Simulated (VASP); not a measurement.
Set up this calculation in VASP 6.6.1, as the native input.

* Task: relaxation of cell and atoms
* Functional: PBEsol
* Potentials or basis: VASP PAW PBE potentials, release 64 (Hf_pv, C)
* Cutoff: 600 eV
* k mesh: 7 × 7 × 7
* Occupations: fermi-dirac, width 0.05 eV
* Spin: no spin polarisation
* Dipole correction: no
* Further INCAR settings: ALGO = Normal; EDIFF = 1e-06; IBRION = 2; EDIFFG = -0.01; NSW = 80; ISIF = 3

The structure of HfC lies in POSCAR:

```
HfC
1.0
    0.0000000000      2.3035982051      2.3035982051
    2.3035982051      0.0000000000      2.3035982051
    2.3035982051      2.3035982051      0.0000000000
Hf C
1 1
Direct
    0.0000000000      0.0000000000      0.0000000000
    0.5000000000      0.5000000000      0.5000000000
```

One way to write it, as run:

INCAR

```
SYSTEM = HfC
PREC = Accurate
ENCUT = 600
EDIFF = 1E-6
ISMEAR = -1
SIGMA = 0.05
LREAL = .False.
LASPH = .True.
NELM = 100
ALGO = Normal
ISIF = 3
LWAVE = .False.
LCHARG = .False.
GGA = PS
IBRION = 2
NSW = 80
EDIFFG = -0.01
```

KPOINTS

```
regular mesh
0
Gamma
  7 7 7
  0 0 0
```

Potentials or basis: VASP PAW PBE potentials, release 64 (Hf_pv, C).

Command:

```console
$ cat potpaw_PBE.64/Hf_pv/POTCAR potpaw_PBE.64/C/POTCAR > POTCAR
$ mpirun -np 1 vasp_std > vasp.out
```

Results of the run:

```yaml
Relaxed_volume: 12.21 Å³/atom
Relaxed_cell: a = 3.256 Å, b = 3.256 Å, c = 3.256 Å, α = 60.00°, β = 60.00°, γ = 60.00°
Space_group_after_relaxing_to_0.05_Å: Fm-3m (No. 225)
Energy_gained_by_relaxing: 0.0 meV/atom
Ionic_steps: 3
Pressure_after_relaxing: 0.0 GPa
Band_gap_on_the_k_mesh: zero (band 7 reaches 7.08 eV, above the bottom of band 8 at 5.63 eV)
```

Caveat: the PAW data sets were made with another functional, which shifts forces and pressure a little; spin-orbit coupling is left out, which moves the levels of the heavy elements.

It took 26 s on 1 thread of Intel Xeon 8259CL, with other jobs on the host, peak memory 0.16 GiB.
